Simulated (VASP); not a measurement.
The system is Rh.

```xyz
1
Lattice="0.0000 1.8851 1.8851 1.8851 0.0000 1.8851 1.8851 1.8851 0.0000" Properties=species:S:1:pos:R:3 pbc="T T T"
Rh    0.0000    0.0000    0.0000
```

Base run:

- Program: VASP 6.6.1
- Functional: r2SCAN
- Potentials or basis: VASP PAW PBE potentials, release 64 (Rh_pv)
- Cutoff: 520 eV
- k mesh: 12 × 12 × 12
- Occupations: fermi-dirac, width 0.05 eV
- Spin: no spin polarisation

Its results: pressure 8.3 GPa.

The run is repeated on the same cell with these changes: functional from r2SCAN to PBE. What comes out?

Pressure 13.7 GPa.

Caveats: the PAW data sets were made with another functional, which shifts forces and pressure a little (some runs).
